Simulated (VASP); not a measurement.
# Na32Cl31 (a cell with a defect) in VASP: further runs

The runs below take Na32Cl31 (a cell with a defect) through single point, with PBEsol.

Everything below comes from runs of VASP 6.6.1. Logs are shortened: lines on timing, memory, paths and dates and some standing lists are left out, and cuts for length are marked.

## 1. The cell of the first run

The cell holds a defect, 63 atoms: a = 11.200 Å, b = 11.200 Å, c = 11.200 Å, α = 90.00°, β = 90.00°, γ = 90.00°.

## 2. Single point, PBEsol

INCAR

```
  ALGO = Normal
  EDIFF = 1E-6
  ENCUT = 400
  GGA = PS
  GGA_COMPAT = False
  ISIF = 2
  ISMEAR = -1
  ISYM = -1
  LASPH = True
  LCHARG = True
  LELF = True
  LREAL = Auto
  LVHAR = True
  LWAVE = False
  NBANDS = 258
  NELECT = 440.0
  NELM = 120
  PREC = Accurate
  SIGMA = 0.05
```

KPOINTS

```
explicit points
1
Reciprocal
  0.25000000   0.25000000   0.25000000 1
```

POSCAR

```
Na32Cl31
1.0
   11.2000000000      0.0000000000      0.0000000000
    0.0000000000     11.2000000000      0.0000000000
    0.0000000000      0.0000000000     11.2000000000
Cl Na
31 32
Direct
    0.2497040000      0.9998860000      0.0002830000
    0.2497760000      0.0002370000      0.5002780000
    0.2497350000      0.4998210000      0.0001890000
    0.7497050000      0.9998270000      0.0003350000
    0.7497580000      0.0000540000      0.5004180000
    0.7499030000      0.4998710000      0.0004270000
    0.7498910000      0.5000840000      0.5003330000
    0.0008000000      0.2510230000      0.0003150000
    0.0051360000      0.2555360000      0.5003510000
    0.0008740000      0.7487440000      0.0001560000
    0.0050240000      0.7448600000      0.5001950000
    0.4985440000      0.2511540000      0.0003440000
    0.4944390000      0.2555830000      0.5003190000
    0.4983640000      0.7487160000      0.0003480000
    0.4945550000      0.7449140000      0.5003480000
    0.0010370000      0.0000580000      0.2514440000
    0.0009530000      0.0000100000      0.7490510000
    0.0054200000      0.4999770000      0.2555860000
    0.0051520000      0.5000660000      0.7449030000
    0.4986630000      0.0001130000      0.2515400000
    0.4985680000      0.0000000000      0.7492000000
    0.4946380000      0.5001700000      0.2555020000
    0.4944670000      0.5000060000      0.7448220000
    0.2499310000      0.2553700000      0.2556100000
    0.2497530000      0.2552720000      0.7450600000
    0.2498060000      0.7446640000      0.2556290000
    0.2496790000      0.7445350000      0.7447830000
    0.7498520000      0.2511530000      0.2516560000
    0.7497550000      0.2511600000      0.7492180000
    0.7498640000      0.7488430000      0.2515260000
    0.7496480000      0.7487320000      0.7492930000
    0.9989180000      0.9999210000      0.0001900000
    0.9981360000      0.0001270000      0.5003500000
    0.9983420000      0.4998860000      0.0002380000
    0.9830730000      0.5001940000      0.5002150000
    0.5004730000      0.9999500000      0.0004240000
    0.5013620000      0.0002310000      0.5003980000
    0.5015160000      0.4998870000      0.0002250000
    0.5167330000      0.5002840000      0.5001860000
    0.2496790000      0.2481930000      0.0003790000
    0.2497480000      0.2334660000      0.5003260000
    0.2496240000      0.7514950000      0.0001000000
    0.2497720000      0.7670120000      0.5002820000
    0.7496660000      0.2490300000      0.0004090000
    0.7498070000      0.2483770000      0.5004760000
    0.7495980000      0.7506120000      0.0005820000
    0.7497830000      0.7517380000      0.5004090000
    0.2498100000      0.0000490000      0.2486860000
    0.2497650000      0.0000000000      0.7518910000
    0.2501270000      0.5000560000      0.2333720000
    0.2499050000      0.4998690000      0.7670140000
    0.7498730000      0.0000230000      0.2495920000
    0.7497890000      0.9998500000      0.7511280000
    0.7500990000      0.4999870000      0.2487750000
    0.7499940000      0.4999850000      0.7520390000
    0.9990920000      0.2492070000      0.2495250000
    0.9989460000      0.2492870000      0.7511970000
    0.9990940000      0.7508470000      0.2492910000
    0.9987840000      0.7507540000      0.7510020000
    0.5007130000      0.2493870000      0.2495840000
    0.5005770000      0.2492110000      0.7511230000
    0.5006010000      0.7509630000      0.2495780000
    0.5004900000      0.7507710000      0.7511900000
```

Potentials or basis: VASP PAW PBE potentials, release 64 (Cl, Na_pv).

Launch:

```sh
> cat potpaw_PBE.64/Cl/POTCAR potpaw_PBE.64/Na_pv/POTCAR > POTCAR
> mpirun -np 1 vasp_std > vasp.out
```

OUTCAR:

```text
EDIFF = 1E-6
   ENCUT = 400
   GGA = PS
   ISIF = 2
   ISMEAR = -1
   ISYM = -1
   LASPH = True
   LREAL = Auto
   NELECT = 440.0
   NELM = 120
   PREC = Accurate

 ion  position               nearest neighbor table
   1  0.250  1.000  0.000-
   2  0.250  0.000  0.500-  43 2.61  41 2.61
   3  0.250  0.500  0.000-  51 2.61  50 2.61
   4  0.750  1.000  0.000-
   5  0.750  0.000  0.500-
   6  0.750  0.500  0.000-
   7  0.750  0.500  0.500-  39 2.61  35 2.61
   8  0.001  0.251  0.000-
   9  0.005  0.256  0.500-
  10  0.001  0.749  0.000-
  11  0.005  0.745  0.500-
  12  0.499  0.251  0.000-
  13  0.494  0.256  0.500-
[... 19 lines left out ...]
  33  0.998  0.000  0.500-
  34  0.998  0.500  0.000-
  35  0.983  0.500  0.500-   7 2.61
  36  0.500  1.000  0.000-
  37  0.501  0.000  0.500-
  38  0.502  0.500  0.000-
  39  0.517  0.500  0.500-   7 2.61
  40  0.250  0.248  0.000-
  41  0.250  0.233  0.500-   2 2.61
  42  0.250  0.751  0.000-
  43  0.250  0.767  0.500-   2 2.61
  44  0.750  0.249  0.000-
  45  0.750  0.248  0.500-
  46  0.750  0.751  0.001-
  47  0.750  0.752  0.500-
  48  0.250  0.000  0.249-
  49  0.250  0.000  0.752-
  50  0.250  0.500  0.233-   3 2.61
  51  0.250  0.500  0.767-   3 2.61
  52  0.750  0.000  0.250-
  53  0.750  1.000  0.751-
  54  0.750  0.500  0.249-
  55  0.750  0.500  0.752-
  56  0.999  0.249  0.250-
  57  0.999  0.249  0.751-
  58  0.999  0.751  0.249-
  59  0.999  0.751  0.751-
  60  0.501  0.249  0.250-
  61  0.501  0.249  0.751-
  62  0.501  0.751  0.250-
  63  0.500  0.751  0.751-

IMPORTANT INFORMATION: All symmetrisations will be switched off!
NOSYMM: (Re-)initialisation of all symmetry stuff for point group C_1.

----------------------------------------------------------------------------------------

                                     Primitive cell

  volume of cell :    1404.9280

  direct lattice vectors                    reciprocal lattice vectors
    11.200000000  0.000000000  0.000000000     0.089285714  0.000000000  0.000000000
     0.000000000 11.200000000  0.000000000     0.000000000  0.089285714  0.000000000
     0.000000000  0.000000000 11.200000000     0.000000000  0.000000000  0.089285714

  length of vectors
    11.200000000 11.200000000 11.200000000     0.089285714  0.089285714  0.089285714

  position of ions in fractional coordinates (direct lattice)
     0.249704000  0.999886000  0.000283000
     0.249776000  0.000237000  0.500278000
     0.249735000  0.499821000  0.000189000
     0.749705000  0.999827000  0.000335000
     0.749758000  0.000054000  0.500418000
     0.749903000  0.499871000  0.000427000
[... 55 lines left out ...]
     0.500601000  0.750963000  0.249578000
     0.500490000  0.750771000  0.751190000

  ion indices of the primitive-cell ions
   primitive index   ion index
                 1           1
                 2           2
                 3           3
                 4           4
                 5           5
                 6           6
[... 55 lines left out ...]
                62          62
                63          63

----------------------------------------------------------------------------------------

 KPOINTS: explicit points

Read explicit list of k-points.

 Found      1 k-points:

 Following reciprocal coordinates:
            Coordinates               Weight
  0.250000  0.250000  0.250000      1.000000
   k-points           NKPTS =      1   k-points in BZ     NKDIM =      1   number of bands    NBANDS=    258
   number of dos      NEDOS =    301   number of ions     NIONS =     63
   total plane-waves  NPLWV = 512000
   dimension x,y,z NGX =    80 NGY =   80 NGZ =   80
   dimension x,y,z NGXF=   160 NGYF=  160 NGZF=  160
   ions per type =              31  32
   NGX,Y,Z   is equivalent  to a cutoff of  11.87, 11.87, 11.87 a.u.
   NGXF,Y,Z  is equivalent  to a cutoff of  23.75, 23.75, 23.75 a.u.
 SYSTEM =  unknown system
   PREC   = accura    normal or accurate (medium, high low for compatibility)
   ISTART =      0    job   : 0-new  1-cont  2-samecut
[... 16 lines left out ...]
   TEBEG  =    0.0;   TEEND  =   0.0 temperature during run
   PSTRESS=    0.0 pullay stress
   NELECT =     440.0000    total number of electrons
   NUPDOWN=      -1.0000    fix difference up-down
   EMIN   =  10.00;   EMAX   =-10.00  energy-range for DOS
   EFERMI =   0.00;   METHOD = LEGACY
   ISMEAR =    -1;   SIGMA  =   0.05  broadening in eV -4-tet -1-fermi 0-gaus
   EFERMI_NEDOS =   21; number of points for ismear=-14 and -15
   IALGO  =     38    algorithm
   IMIX   =      4    mixing-type and parameters
     AMIX     =   0.40;   BMIX     =  1.00
     AMIX_MAG =   1.60;   BMIX_MAG =  1.00
  volume/ion in A,a.u.               =      22.30       150.49
  Fermi-wavevector in a.u.,A,eV,Ry     =   1.111751  2.100906 16.816682  1.235991
  Thomas-Fermi vector in A             =   2.248318
   LORBIT       =      0    0 simple, 1 ext, 2 COOP (PROOUT), +10 PAW based schemes
   GGA     = PS    functional components
   LHFCALC =     F    Hartree Fock is set to
   AEXX    =    0.0000 exact exchange contribution
   IVDW    =     0    specifies the selected vdW correction
   LEPSILON=     F    determine dielectric tensor
   LRPA    =     F    only Hartree local field effects (RPA)
 non-spin polarized calculation
  energy-cutoff  :      400.00
  volume of cell :     1404.93
 maximum number of plane-waves:     25482
 NGX is ok and might be reduce to    80
   NGX = 37   NGY = 37   NGZ = 37

 number of electron     440.0000402 magnetization

 Free energy of the ion-electron system (eV)
  ---------------------------------------------------
  ext. energy  EPLUGINS =         0.00000000
  ---------------------------------------------------
  free energy    TOTEN  =      -221.14877559 eV

  energy without entropy =     -221.14877559  energy(sigma->0) =     -221.14877559

 E-fermi :   0.4968     XC(G=0):  -8.2858

 val. band max:       -0.7842882503   @ k =   0.2500   0.2500   0.2500
 cond. band min:       4.2521585672   @ k =   0.2500   0.2500   0.2500
 fundamental gap:      5.0364468175
 Fermi energy:         0.4967529033

 k-point     1 :       0.2500    0.2500    0.2500
  band No.  band energies     occupation
      1     -21.6158      2.00000
      2     -21.6135      2.00000
      3     -21.6127      2.00000
      4     -21.6109      2.00000
      5     -21.6092      2.00000
      6     -21.6085      2.00000
[... 224 lines left out ...]
    231       6.7054      0.00000
    232       6.8395      0.00000
 [bands above 232 left out]

------------------------ aborting loop because EDIFF is reached ----------------------------------------

  FORCE on cell =-STRESS in cart. coord.  units (eV):
  Direction    XX          YY          ZZ          XY          YZ          ZX
  --------------------------------------------------------------------------------------
  -------------------------------------------------------------------------------------
  Total       -5.9785125     -5.9817431     -5.9800907     -0.1586517     -0.1611850     -0.1628914
  in kB       -6.8178848     -6.8215690     -6.8196845     -0.1809261     -0.1838151     -0.1857610
  external PRESSURE =      -6.8197128 kB  Pullay stress =       0.0000000 kB

 VOLUME and BASIS-vectors are now :
 -----------------------------------------------------------------------------
  energy-cutoff  :      400.00
  volume of cell :     1404.93
      direct lattice vectors                 reciprocal lattice vectors
    11.200000000  0.000000000  0.000000000     0.089285714  0.000000000  0.000000000
     0.000000000 11.200000000  0.000000000     0.000000000  0.089285714  0.000000000
     0.000000000  0.000000000 11.200000000     0.000000000  0.000000000  0.089285714

 POSITION                                       TOTAL-FORCE (eV/Angst)
 -----------------------------------------------------------------------------------
      2.79668     11.19872      0.00317         0.000701      0.000058     -0.000342
      2.79749      0.00265      5.60311         0.000361     -0.002164      0.000006
      2.79703      5.59800      0.00212         0.002760      0.001785      0.000273
      8.39670     11.19806      0.00375         0.000332      0.001331      0.000367
      8.39729      0.00060      5.60468         0.000630      0.000309     -0.001484
      8.39891      5.59856      0.00478        -0.000627      0.000441     -0.001660
[... 55 lines left out ...]
      5.60673      8.41079      2.79527        -0.001375     -0.002490      0.000856
      5.60549      8.40864      8.41333        -0.001706     -0.001265     -0.002764
 -----------------------------------------------------------------------------------
    total drift:                                0.005593      0.000724     -0.007953

  FREE ENERGIE OF THE ION-ELECTRON SYSTEM (eV)
  ---------------------------------------------------
  free  energy   TOTEN  =      -221.1487755900 eV

  energy  without entropy=     -221.1487755900  energy(sigma->0) =     -221.14877559
```

Run time: 7.3 min. Hardware: 1 thread of AMD EPYC 9R45 (Zen 5), shared host; peak memory 0.97 GiB.

What came out:

| Item | Value |
| --- | --- |
| Free energy | -221.1488 eV |
| Largest force | 0.010 eV/Å |

Forces in eV/Å, atoms in the order of the input:
```
Cl   0.001  0.000  0.000
Cl   0.000 -0.002  0.000
Cl   0.003  0.002  0.000
Cl   0.000  0.001  0.000
Cl   0.001  0.000 -0.001
Cl  -0.001  0.000 -0.002
Cl   0.000 -0.001  0.000
Cl   0.003  0.002  0.001
Cl   0.000 -0.002  0.000
Cl   0.001  0.000  0.001
Cl   0.001 -0.001  0.001
Cl   0.000  0.000  0.000
Cl   0.000 -0.001  0.001
Cl   0.002  0.000  0.000
Cl  -0.003 -0.001  0.000
Cl  -0.001 -0.001  0.001
Cl   0.000  0.000  0.001
Cl  -0.002  0.001  0.000
Cl   0.001 -0.002  0.001
Cl  -0.001  0.000  0.001
Cl   0.000  0.000  0.000
Cl   0.001 -0.001  0.002
Cl   0.001  0.000  0.003
Cl  -0.001  0.000  0.001
Cl   0.000  0.000  0.000
Cl   0.001  0.001  0.000
Cl   0.001  0.002  0.002
Cl   0.000  0.001 -0.001
Cl   0.000  0.000  0.000
Cl  -0.001  0.000  0.001
Cl   0.001  0.000 -0.001
Na   0.001  0.000  0.001
Na   0.000  0.000 -0.002
Na  -0.003  0.000  0.001
Na   0.008 -0.001  0.000
Na   0.000  0.000 -0.001
Na   0.001 -0.001 -0.001
Na  -0.001  0.001  0.000
Na  -0.009 -0.001  0.001
Na   0.001  0.001 -0.001
Na   0.001  0.006 -0.001
Na   0.001  0.001  0.002
Na   0.000 -0.008 -0.001
Na   0.001  0.002  0.000
Na   0.000  0.002 -0.001
Na   0.001  0.000 -0.004
Na   0.000 -0.001 -0.001
Na   0.001  0.000 -0.001
Na   0.000 -0.001  0.001
Na  -0.003 -0.001  0.009
Na  -0.001  0.002 -0.008
Na  -0.001  0.000  0.001
Na  -0.001  0.002  0.000
Na  -0.002  0.000 -0.001
Na  -0.003 -0.001 -0.001
Na   0.001  0.002  0.002
Na   0.002  0.000 -0.003
Na   0.001 -0.002  0.004
Na   0.004 -0.001 -0.002
Na  -0.002  0.000  0.001
Na  -0.002  0.002 -0.002
Na  -0.001 -0.002  0.001
Na  -0.002 -0.001 -0.003
```

Caveat: the cell carries a net charge on a neutralising background, which shifts energy and pressure; the cell is charged against a uniform background, so pressure and absolute levels hang on convention; the PAW data sets were made with another functional, which shifts forces and pressure a little.

## 3. Single point, PBEsol

INCAR

```
SYSTEM = Na32Cl31
ALGO = Normal
EDIFF = 1E-6
ENCUT = 400
GGA = PS
GGA_COMPAT = .False.
ISIF = 2
ISMEAR = -1
ISYM = -1
LASPH = .True.
LCHARG = .False.
LREAL = Auto
LWAVE = .False.
NBANDS = 258
NELECT = 442.0
NELM = 120
PREC = Accurate
SIGMA = 0.05
```

KPOINTS is that of step 2.

POSCAR

```
Na32Cl31
1.0
   11.2000000000      0.0000000000      0.0000000000
    0.0000000000     11.2000000000      0.0000000000
    0.0000000000      0.0000000000     11.2000000000
Cl Na
31 32
Direct
    0.2497330000      0.0000360000      0.0003340000
    0.2498680000      0.0000700000      0.5003060000
    0.2497920000      0.5000080000      0.0002230000
    0.7498130000      0.9999500000      0.0002890000
    0.7498150000      0.0000650000      0.5003640000
    0.7498730000      0.5000470000      0.0002860000
    0.7496960000      0.5000240000      0.5001650000
    0.9988000000      0.2489990000      0.0002520000
    0.9951650000      0.2454750000      0.5003300000
    0.9987700000      0.7512520000      0.0003440000
    0.9951590000      0.7544870000      0.5001580000
    0.5010780000      0.2489270000      0.0002940000
    0.5043460000      0.2455710000      0.5003780000
    0.5007230000      0.7509980000      0.0002370000
    0.5045280000      0.7546810000      0.5002490000
    0.9987040000      0.0002850000      0.2493780000
    0.9986630000      0.0000100000      0.7513290000
    0.9951770000      0.5001090000      0.2456120000
    0.9953430000      0.4999470000      0.7546620000
    0.5008030000      0.9999260000      0.2492170000
    0.5007330000      0.9998830000      0.7513650000
    0.5042080000      0.4999670000      0.2458360000
    0.5043990000      0.4999720000      0.7549520000
    0.2499050000      0.2454250000      0.2456040000
    0.2499130000      0.2455440000      0.7547680000
    0.2497360000      0.7544730000      0.2459280000
    0.2496550000      0.7546410000      0.7548760000
    0.7497780000      0.2490270000      0.2492540000
    0.7497980000      0.2489250000      0.7513240000
    0.7497280000      0.7510640000      0.2490950000
    0.7497040000      0.7509840000      0.7513590000
    0.0006490000      0.0001270000      0.0003510000
    0.0012960000      0.9999490000      0.5005480000
    0.0012680000      0.5001570000      0.0001450000
    0.0160020000      0.4999220000      0.5002420000
    0.4988870000      0.9999750000      0.0003920000
    0.4984150000      0.0001270000      0.5003740000
    0.4984560000      0.4998340000      0.0004060000
    0.4836800000      0.5000340000      0.5005600000
    0.2500080000      0.2513070000      0.0002100000
    0.2497620000      0.2663240000      0.5002610000
    0.2498350000      0.7486320000      0.0004180000
    0.2496870000      0.7334340000      0.5005450000
    0.7499400000      0.2508510000      0.0002500000
    0.7497940000      0.2513040000      0.5002860000
    0.7497230000      0.7491750000      0.0003700000
    0.7498460000      0.7487920000      0.5002840000
    0.2496500000      0.9999220000      0.2517320000
    0.2497140000      0.0000920000      0.7489550000
    0.2498700000      0.5001730000      0.2668690000
    0.2500020000      0.5000660000      0.7341140000
    0.7497650000      0.0000190000      0.2512100000
    0.7497620000      0.9999200000      0.7494230000
    0.7496830000      0.5000540000      0.2515440000
    0.7499040000      0.4999280000      0.7488060000
    0.0008480000      0.2511810000      0.2512580000
    0.0009070000      0.2510870000      0.7494450000
    0.0007410000      0.7491290000      0.2512560000
    0.0006980000      0.7488720000      0.7493290000
    0.4988780000      0.2510820000      0.2514840000
    0.4987570000      0.2509000000      0.7492830000
    0.4987090000      0.7489340000      0.2512680000
    0.4987390000      0.7490160000      0.7492520000
```

Potentials or basis: VASP PAW PBE potentials, release 64 (Cl, Na_pv).

Launch:

```sh
> cat potpaw_PBE.64/Cl/POTCAR potpaw_PBE.64/Na_pv/POTCAR > POTCAR
> mpirun -np 1 vasp_std > vasp.out
```

It took 6.2 min on 1 thread of AMD EPYC 9R45 (Zen 5), shared host; peak memory 0.97 GiB.

Results (log left out):

- Free energy: -213.6623 eV
- Largest force: 0.025 eV/Å

Forces in eV/Å, atoms in the order of the input:
```
Cl   0.002 -0.001 -0.001
Cl  -0.002 -0.001  0.001
Cl   0.002  0.000  0.000
Cl   0.000  0.002  0.000
Cl   0.000 -0.001 -0.002
Cl   0.000 -0.001 -0.002
Cl   0.002  0.000  0.002
Cl   0.002  0.002  0.002
Cl   0.017  0.014  0.001
Cl   0.000 -0.003 -0.001
Cl   0.017 -0.014  0.004
Cl  -0.004  0.000  0.001
Cl  -0.016  0.014  0.000
Cl   0.001 -0.001  0.000
Cl  -0.019 -0.016  0.002
Cl   0.001 -0.003  0.000
Cl   0.002  0.000  0.001
Cl   0.016  0.000  0.016
Cl   0.015  0.002 -0.012
Cl   0.000  0.002  0.003
Cl   0.001  0.001  0.000
Cl  -0.014  0.001  0.015
Cl  -0.014  0.000 -0.014
Cl  -0.001  0.016  0.018
Cl  -0.002  0.014 -0.014
Cl   0.000 -0.013  0.014
Cl   0.001 -0.015 -0.013
Cl   0.002  0.000  0.000
Cl   0.001  0.000  0.000
Cl   0.000  0.001  0.004
Cl   0.001 -0.001 -0.001
Na  -0.003 -0.001  0.000
Na  -0.002  0.001 -0.004
Na  -0.001 -0.001  0.001
Na   0.019  0.002  0.000
Na   0.004  0.000 -0.001
Na   0.000 -0.001 -0.002
Na   0.000  0.003  0.000
Na  -0.019  0.000 -0.005
Na  -0.002  0.002  0.001
Na   0.002  0.019  0.000
Na  -0.001  0.000  0.000
Na   0.001 -0.017 -0.005
Na  -0.001 -0.002  0.001
Na  -0.001  0.002  0.000
Na   0.000  0.002 -0.003
Na   0.000 -0.003 -0.001
Na   0.002  0.001  0.000
Na   0.000  0.000  0.000
Na  -0.001 -0.003  0.017
Na  -0.004 -0.002 -0.019
Na   0.000  0.001 -0.004
Na  -0.001  0.001  0.004
Na   0.001  0.000  0.002
Na  -0.001  0.001  0.001
Na  -0.006 -0.006 -0.005
Na  -0.006 -0.006  0.002
Na  -0.005  0.006 -0.004
Na  -0.006  0.007  0.003
Na   0.004 -0.007 -0.007
Na   0.007 -0.005  0.006
Na   0.005  0.006 -0.005
Na   0.006  0.005  0.006
```

Levels at points of the mesh, in eV from the Fermi level:
| k point | band 218 | band 219 | band 220 | band 221 | band 222 | band 223 | band 224 | band 225 |
| --- | --- | --- | --- | --- | --- | --- | --- | --- |
| (0.25, 0.25, 0.25) | -5.23 | -5.11 | -5.11 | -0.61 | 0.61 | 1.24 | 1.24 | 1.65 |

Caveat: the cell carries a net charge on a neutralising background, which shifts energy and pressure; the cell is charged against a uniform background, so pressure and absolute levels hang on convention; the PAW data sets were made with another functional, which shifts forces and pressure a little.
